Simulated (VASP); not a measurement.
Crystal: I.

```
CELL_PARAMETERS angstrom
0.00000 4.16159 6.11678
3.23484 0.00000 6.11678
3.23484 4.16159 0.00000
ATOMIC_POSITIONS crystal
I 0.00000 0.50000 0.00000
I 0.50000 0.00000 0.50000
I 0.06233 0.06233 0.93767
```

- Program: VASP 6.6.1
- Task: relaxation of cell and atoms
- Functional: PBE
- Potentials or basis: VASP PAW PBE potentials, release 64 (I)
- Cutoff: 600 eV
- k mesh: 4 × 4 × 4
- Occupations: gaussian, width 0.1 eV
- Spin: no spin polarisation

At the start: pressure 2.9 GPa; volume 54.90 Å³/atom.

How do energy, volume and symmetry change on relaxing?

Over 40 steps the energy falls by 449.9 meV/atom and the volume is 59.58 Å³/atom (+8.5 %); space group Fmmm (No. 69, to 0.05 Å).

The path:
```csv
step,energy change (eV),largest force (eV/Å),pressure (GPa),volume (Å³)
1,0.0000,2.4925,2.95,164.69
2,-0.3496,0.5139,-1.33,189.77
3,-0.3929,0.6744,-0.62,181.91
4,-0.5063,0.6176,-0.48,178.76
5,-0.6754,0.5911,1.02,168.93
6,-0.6777,0.5788,0.59,170.73
7,-0.6793,0.5859,0.76,170.01
8,-0.7403,0.2566,0.39,173.45
9,-0.7511,0.4683,0.27,176.88
10,-0.7533,0.3960,0.28,175.94
11,-0.7846,0.1631,-0.24,179.01
12,-0.7936,0.1545,-0.77,183.15
13,-0.8128,0.0955,-0.72,182.45
14,-0.8738,0.0598,-0.47,180.09
15,-1.0711,0.4919,0.27,174.27
16,-0.5957,2.8155,5.81,157.91
17,-1.1271,0.9399,1.04,170.77
18,-1.1266,1.0438,1.24,170.05
19,-1.1367,1.0970,1.30,170.07
20,-1.1522,1.2483,1.54,169.99
21,-1.1768,1.1505,1.33,170.97
22,-1.2350,0.8912,0.77,173.88
23,-1.2919,0.5049,-0.14,179.68
24,-1.2963,0.4141,-0.37,181.51
25,-1.2965,0.3991,-0.41,181.85
26,-1.3028,0.3739,-0.36,181.30
27,-1.3177,0.2865,-0.18,179.64
28,-1.3248,0.1440,0.29,176.31
29,-1.3262,0.1378,0.13,177.32
30,-1.3283,0.1247,0.07,177.75
31,-1.3317,0.1487,-0.10,179.04
32,-1.3320,0.1604,-0.15,179.52
33,-1.3340,0.1599,-0.12,179.32
34,-1.3386,0.1607,-0.02,178.71
35,-1.3421,0.1752,0.19,177.50
36,-1.3448,0.1482,0.13,177.96
37,-1.3486,0.0926,-0.05,179.34
38,-1.3487,0.0873,-0.07,179.50
39,-1.3493,0.0628,-0.01,179.12
40,-1.3496,0.0371,0.04,178.74
```

Final structure:
```cif
data_structure
_symmetry_space_group_name_H-M 'P 1'
_symmetry_Int_Tables_number 1
_cell_length_a 6.5264
_cell_length_b 6.0140
_cell_length_c 6.5134
_cell_angle_alpha 62.645
_cell_angle_beta 54.929
_cell_angle_gamma 62.425
_cell_volume 178.74
loop_
_atom_site_label
_atom_site_type_symbol
_atom_site_fract_x
_atom_site_fract_y
_atom_site_fract_z
_atom_site_occupancy
I1 I 0.02195 0.52072 0.97805 1
I2 I 0.52072 0.02195 0.47928 1
I3 I 0.01967 0.01967 0.98033 1
```

Caveat: an odd number of electrons without spin polarisation forces a metal; a magnetic or distorted state may lie lower.
